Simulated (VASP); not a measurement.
# HfN (I4/mmm) in VASP: a series of runs

The runs below take HfN through electric field gradients, with PBE.

Program: VASP 6.6.1. These are calculated values, not measurements. Logs are shortened: lines on timing, memory, paths and dates and some standing lists are left out, and cuts for length are marked.

## Step 1: The cell of the first run

Symmetry: I4/mmm, No. 139, tetragonal system. The conventional cell has a = 3.163 Å, b = 3.163 Å, c = 4.518 Å, α = 90.00°, β = 90.00°, γ = 90.00°. Hf (site symmetry 4/mmm) has 6 N at 2.24 to 2.26 Å within 3.0 Å. N (site symmetry 4/mmm) has 6 Hf at 2.24 to 2.26 Å within 3.0 Å.

## Step 2: Electric field gradients, PBE (equal xx and yy strain of -1 %)

The input, INCAR:

```
SYSTEM = HfN
  PREC = Accurate
  ENCUT = 520
  EDIFF = 1E-8
  ISMEAR = -1
  SIGMA = 0.03
  LREAL = .FALSE.
  LASPH = .TRUE.
  NELM = 100
  ALGO = Normal
  ISIF = 2
  LWAVE = .FALSE.
  LCHARG = .FALSE.
  GGA = PE
  LEFG = .TRUE.
  NBANDS = 14
```

The input, KPOINTS:

```
regular mesh
0
G
  10 10 10
  0 0 0
```

The input, POSCAR:

```
HfN
1.0
    0.0000000000      2.2364100000      2.2590000000
    2.2364100000      0.0000000000      2.2590000000
    2.2364100000      2.2364100000      0.0000000000
Hf N
1 1
Direct
    0.0000000000      0.0000000000      0.0000000000
    0.5000000000      0.5000000000      0.5000000000
```

Potentials or basis: VASP PAW PBE potentials, release 64 (Hf_pv, N).

Command:

```console
$ cat potpaw_PBE.64/Hf_pv/POTCAR potpaw_PBE.64/N/POTCAR > POTCAR
$ mpirun -np 1 vasp_std > vasp.out
```

OUTCAR:

```text
SYSTEM = HfN
   PREC = Accurate
   ENCUT = 520
   EDIFF = 1E-8
   ISMEAR = -1
   LREAL = .FALSE.
   LASPH = .TRUE.
   NELM = 100
   ISIF = 2
   GGA = PE

 ion  position               nearest neighbor table
   1  0.000  0.000  0.000-   2 2.24   2 2.24   2 2.24   2 2.24   2 2.26   2 2.26
   2  0.500  0.500  0.500-   1 2.24   1 2.24   1 2.24   1 2.24   1 2.26   1 2.26

  LATTYP: Found a body centered tetragonal cell.
 ALAT       =     3.1627613530
 C/A-ratio  =     1.4284985479

  Lattice vectors:

 A1 = (  -2.2364100000,   0.0000000000,   2.2590000000)
 A2 = (   2.2364100000,   0.0000000000,   2.2590000000)
 A3 = (   0.0000000000,   2.2364100000,  -2.2590000000)

Analysis of symmetry for initial positions (statically):
=====================================================================
 Subroutine PRICEL returns:
 Original cell was already a primitive cell.

 Routine SETGRP: Setting up the symmetry group for a
 body centered tetragonal supercell.

 Subroutine GETGRP returns: Found 16 space group operations
 (whereof 16 operations were pure point group operations)
 out of a pool of 16 trial point group operations.

The static configuration has the point symmetry D_4h.

Analysis of symmetry for dynamics (positions and initial velocities):
=====================================================================
 Subroutine PRICEL returns:
 Original cell was already a primitive cell.

 Routine SETGRP: Setting up the symmetry group for a
 body centered tetragonal supercell.

 Subroutine GETGRP returns: Found 16 space group operations
 (whereof 16 operations were pure point group operations)
 out of a pool of 16 trial point group operations.

The dynamic configuration has the point symmetry D_4h.

 Subroutine INISYM returns: Found 16 space group operations
 (whereof 16 operations are pure point group operations),
 and found     1 'primitive' translations

----------------------------------------------------------------------------------------

                                     Primitive cell

  volume of cell :      22.5969

  direct lattice vectors                    reciprocal lattice vectors
     0.000000000  2.236410000  2.259000000    -0.223572601  0.223572601  0.221336875
     2.236410000  0.000000000  2.259000000     0.223572601 -0.223572601  0.221336875
     2.236410000  2.236410000  0.000000000     0.223572601  0.223572601 -0.221336875

  length of vectors
     3.178775029  3.178775029  3.162761353     0.385952624  0.385952624  0.385952624

  position of ions in fractional coordinates (direct lattice)
     0.000000000  0.000000000  0.000000000
     0.500000000  0.500000000  0.500000000

  ion indices of the primitive-cell ions
   primitive index   ion index
                 1           1
                 2           2

----------------------------------------------------------------------------------------

 KPOINTS: regular mesh

Automatic generation of k-mesh.
 Grid dimensions read from file:
 generate k-points for:   10   10   10

 Generating k-lattice:

  Cartesian coordinates                     Fractional coordinates (reciprocal lattice)
    -0.022357260  0.022357260  0.022133687     0.100000000 -0.000000000  0.000000000
     0.022357260 -0.022357260  0.022133687    -0.000000000  0.100000000  0.000000000
     0.022357260  0.022357260 -0.022133687     0.000000000  0.000000000  0.100000000

  Length of vectors
     0.038595262  0.038595262  0.038595262

  Shift w.r.t. Gamma in fractional coordinates (k-lattice)
     0.000000000  0.000000000  0.000000000

 Subroutine IBZKPT returns following result:
 ===========================================

 Found    102 irreducible k-points:

 Following reciprocal coordinates:
            Coordinates               Weight
  0.000000  0.000000  0.000000      1.000000
  0.100000 -0.000000  0.000000      8.000000
  0.200000 -0.000000  0.000000      8.000000
  0.300000  0.000000  0.000000      8.000000
  0.400000 -0.000000  0.000000      8.000000
  0.500000 -0.000000  0.000000      4.000000
[... 16 lines left out ...]
  0.300000  0.300000  0.000000      2.000000
  0.400000  0.300000  0.000000      8.000000
 [... further k-points ...]
   k-points           NKPTS =    102   k-points in BZ     NKDIM =    102   number of bands    NBANDS=     14
   number of dos      NEDOS =    301   number of ions     NIONS =      2
   total plane-waves  NPLWV =  13824
   dimension x,y,z NGX =    24 NGY =   24 NGZ =   24
   dimension x,y,z NGXF=    48 NGYF=   48 NGZF=   48
   ions per type =               1   1
   NGX,Y,Z   is equivalent  to a cutoff of  12.55, 12.55, 12.62 a.u.
   NGXF,Y,Z  is equivalent  to a cutoff of  25.10, 25.10, 25.23 a.u.
 SYSTEM =  HfN
   PREC   = accura    normal or accurate (medium, high low for compatibility)
   ISTART =      0    job   : 0-new  1-cont  2-samecut
   ICHARG =      2    charge: 1-file 2-atom 10-const
   ISPIN  =      1    spin polarized calculation?
   LNONCOLLINEAR =      F non collinear calculations
   LSORBIT =      F    spin-orbit coupling
   LASPH  =      T    aspherical Exc in radial PAW
   ENCUT  =  520.0 eV  38.22 Ry    6.18 a.u.   5.91  5.91  5.88*2*pi/ulx,y,z
   NELM   =    100;   NELMIN=  2; NELMDL= -5     # of ELM steps
   EDIFF  = 0.1E-07   stopping-criterion for ELM
   LREAL  =      F    real-space projection
   EDIFFG = 0.1E-06   stopping-criterion for IOM
   NSW    =      0    number of steps for IOM
   IBRION =     -1    ionic relax: 0-MD 1-quasi-New 2-CG
   NFREE  =      0    steps in history (QN), initial steepest desc. (CG)
   ISIF   =      2    stress and relaxation
   ISYM   =      2    0-nonsym 1-usesym 2-fastsym
   POTIM  = 0.5000    time-step for ionic-motion
   TEBEG  =    0.0;   TEEND  =   0.0 temperature during run
   PSTRESS=    0.0 pullay stress
   NELECT =      15.0000    total number of electrons
   NUPDOWN=      -1.0000    fix difference up-down
   EMIN   =  10.00;   EMAX   =-10.00  energy-range for DOS
   EFERMI =   0.00;   METHOD = LEGACY
   ISMEAR =    -1;   SIGMA  =   0.03  broadening in eV -4-tet -1-fermi 0-gaus
   EFERMI_NEDOS =   21; number of points for ismear=-14 and -15
   IALGO  =     38    algorithm
   IMIX   =      4    mixing-type and parameters
     AMIX     =   0.40;   BMIX     =  1.00
     AMIX_MAG =   1.60;   BMIX_MAG =  1.00
  volume/ion in A,a.u.               =      11.30        76.25
  Fermi-wavevector in a.u.,A,eV,Ry     =   1.428090  2.698699 27.748277  2.039441
  Thomas-Fermi vector in A             =   2.548189
   LORBIT       =      0    0 simple, 1 ext, 2 COOP (PROOUT), +10 PAW based schemes
   GGA     = PE    functional components
   LHFCALC =     F    Hartree Fock is set to
   AEXX    =    0.0000 exact exchange contribution
   IVDW    =     0    specifies the selected vdW correction
   LEPSILON=     F    determine dielectric tensor
   LRPA    =     F    only Hartree local field effects (RPA)
 non-spin polarized calculation
  energy-cutoff  :      520.00
  volume of cell :       22.60
 maximum number of plane-waves:       620
   NGX = 11   NGY = 11   NGZ = 11

 number of electron      15.0000001 magnetization

 Free energy of the ion-electron system (eV)
  ---------------------------------------------------
  ext. energy  EPLUGINS =         0.00000000
  ---------------------------------------------------
  free energy    TOTEN  =       -21.72896513 eV

  energy without entropy =      -21.72641328  energy(sigma->0) =      -21.72768921

 E-fermi :   8.6029     XC(G=0): -12.8380

 val. band max:        8.5932181616   @ k =  -0.1000   0.0000   0.1000
 cond. band min:       8.6086474247   @ k =  -0.4000   0.3000   0.0000
 fundamental gap:      0.0154292631
 Fermi energy:         8.6029286223

 k-point     1 :       0.0000    0.0000    0.0000
  band No.  band energies     occupation
      1     -22.5089      2.00000
      2     -22.4977      2.00000
      3     -22.4977      2.00000
      4      -9.0686      2.00000
      5       5.4736      2.00000
      6       5.5261      2.00000
      7       5.5261      2.00000
      8       8.1338      2.00000
      9       8.2488      1.99999
     10       8.2488      1.99999
     11      10.3394      0.00000
     12      10.6635      0.00000
     13      10.7276      0.00000
     14      18.1817      0.00000
[... 375 lines left out ...]
 k-point    24 :       0.4000    0.3000    0.0000
  band No.  band energies     occupation
      1     -23.2264      2.00000
      2     -22.7765      2.00000
      3     -22.7413      2.00000
      4      -7.6660      2.00000
      5       1.8965      2.00000
      6       3.9258      2.00000
      7       4.4359      2.00000
      8       6.0671      2.00000
      9      12.7889      0.00000
     10      13.2788      0.00000
     11      13.4046      0.00000
     12      13.6067      0.00000
     13      17.7826      0.00000
     14      20.0828      0.00000

 [... further k-points ...]
[... 5 lines left out ...]
  --------------------------------------------------------------------------------------
  -------------------------------------------------------------------------------------
  Total        1.4922030      1.4922030      0.8511648      0.0000000     -0.0000000     -0.0000000
  in kB      105.8009113    105.8009113     60.3497030      0.0000000     -0.0000000     -0.0000000
  external PRESSURE =      90.6505086 kB  Pullay stress =       0.0000000 kB

 VOLUME and BASIS-vectors are now :
 -----------------------------------------------------------------------------
  energy-cutoff  :      520.00
  volume of cell :       22.60
      direct lattice vectors                 reciprocal lattice vectors
     0.000000000  2.236410000  2.259000000    -0.223572601  0.223572601  0.221336875
     2.236410000  0.000000000  2.259000000     0.223572601 -0.223572601  0.221336875
     2.236410000  2.236410000  0.000000000     0.223572601  0.223572601 -0.221336875

 POSITION                                       TOTAL-FORCE (eV/Angst)
 -----------------------------------------------------------------------------------
      0.00000      0.00000      0.00000         0.000000     -0.000000     -0.000000
      2.23641      2.23641      2.25900        -0.000000      0.000000      0.000000
 -----------------------------------------------------------------------------------
    total drift:                                0.000000     -0.000000     -0.000000

  FREE ENERGIE OF THE ION-ELECTRON SYSTEM (eV)
  ---------------------------------------------------
  free  energy   TOTEN  =       -21.7289651299 eV

  energy  without entropy=      -21.7264132822  energy(sigma->0) =      -21.72768921

 Electric field gradients (V/A^2)
---------------------------------------------------------------------
 ion       V_xx      V_yy      V_zz      V_xy      V_xz      V_yz
---------------------------------------------------------------------
   1     -19.321   -19.321    38.642    -0.001    -0.000    -0.000
   2      -1.912    -1.912     3.824     0.001     0.001     0.001
---------------------------------------------------------------------

 Electric field gradients after diagonalization (V/A^2)
 (convention: |V_zz| > |V_xx| > |V_yy|)
----------------------------------------------------------------------
 ion       V_xx      V_yy      V_zz     asymmetry (V_yy - V_xx)/ V_zz
----------------------------------------------------------------------
   1     -19.321   -19.320    38.642       0.000
   2      -1.913    -1.911     3.824       0.001
----------------------------------------------------------------------

           NMR quadrupolar parameters

 Cq : quadrupolar parameter    Cq=e*Q*V_zz/h
 eta: asymmetry parameters     (V_yy - V_xx)/ V_zz
 Q  : nuclear electric quadrupole moment in mb (millibarn)
----------------------------------------------------------------------
 ion       Cq(MHz)       eta       Q (mb)
----------------------------------------------------------------------
   1       0.093       0.000       1.000
   2       0.009       0.001       1.000
----------------------------------------------------------------------
```

Wall time 37 s (1 thread of Intel Xeon 8259CL, shared host); peak memory 0.16 GiB.

Results:

* Free energy: -21.7290 eV
* Pressure: 9.1 GPa

Levels at points of the mesh, in eV from the Fermi level:
| k point | band 6 | band 7 | band 8 | band 9 | band 10 | band 11 |
| --- | --- | --- | --- | --- | --- | --- |
| (0.00, 0.00, 0.00) | -3.08 | -3.08 | -0.47 | -0.35 | -0.35 | 1.74 |
| (0.50, 0.00, 0.00) | -6.33 | -6.32 | 3.33 | 3.74 | 3.81 | 4.50 |
| (0.50, 0.50, 0.00) | -3.92 | -3.71 | -3.71 | 4.17 | 5.65 | 5.65 |
| (0.50, 0.00, 0.50) | -3.94 | -3.79 | -3.74 | 4.16 | 5.57 | 5.72 |

Electric field gradients, principal values (V/Å²):
| atom | least | middle | greatest (by size) |
| --- | --- | --- | --- |
| 1 Hf | -19.320 | -19.321 | 38.642 |
| 2 N | -1.911 | -1.913 | 3.824 |

Caveat: the cell differs from its parent crystal (equal xx and yy strain of -1 %); without QUAD_EFG the Cq values of the log hold for a quadrupole moment of 1 mb, not for the nuclei; spin-orbit coupling is left out, which moves the levels of the heavy elements.

(Continued in part 2 of 2.)
